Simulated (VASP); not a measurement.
Here is a VASP 6.6.1 calculation.

Contents of INCAR:

```
SYSTEM = Ga2O3
PREC = Accurate ; ENCUT = 520
EDIFF = 1E-6 ; ISMEAR = 0
SIGMA = 0.1 ; LREAL = .False.
LASPH = .True. ; NELM = 100
ALGO = Normal ; ISIF = 2
LWAVE = .False. ; LCHARG = .True.
GGA = PE ; IVDW = 12
LELF = .True. ; LVHAR = .True.
NBANDS = 55
```

KPOINTS

```
Automatic mesh
0
Gamma
  6 6 4
  0 0 0
```

POSCAR

```
Ga2O3
1.0
    6.1070000000     -1.5185500000      0.0000000000
    6.1070000000      1.5185500000      0.0000000000
   -1.3859889000      0.0000000000      5.6300087400
Ga O
4 6
Direct
    0.0905000000      0.0905000000      0.7946000000
    0.9095000000      0.9095000000      0.2054000000
    0.6586600000      0.6586600000      0.3140200000
    0.3413400000      0.3413400000      0.6859800000
    0.1645000000      0.1645000000      0.1098000000
    0.8355000000      0.8355000000      0.8902000000
    0.1733000000      0.1733000000      0.5632000000
    0.8267000000      0.8267000000      0.4368000000
    0.4959000000      0.4959000000      0.2566000000
    0.5041000000      0.5041000000      0.7434000000
```

Potentials or basis: VASP PAW PBE potentials, release 64 (Ga_d, O).

Launch:

```sh
$ cat potpaw_PBE.64/Ga_d/POTCAR potpaw_PBE.64/O/POTCAR > POTCAR
$ mpirun -np 1 vasp_std > vasp.out
```

Estimate the dispersion energy per atom.

-0.200 eV.

Predict the band gap on the k mesh.

2.43 eV (least direct gap 2.44 eV).

What does it give for the largest force?

0.247 eV/Å.

What does it give for the pressure?

7.0 GPa.

Forces in eV/Å, atoms in the order of the input:
```
Ga   0.113  0.000  0.070
Ga  -0.113  0.000 -0.070
Ga  -0.031  0.000  0.055
Ga   0.031  0.000 -0.055
O    0.225  0.000 -0.102
O   -0.225  0.000  0.102
O   -0.035  0.000 -0.046
O    0.035  0.000  0.046
O    0.164  0.000  0.058
O   -0.164  0.000 -0.058
```

Caveat: the cell stands under pressure. Expect the measured gap to be larger: semilocal functionals such as PBE lack the derivative discontinuity.
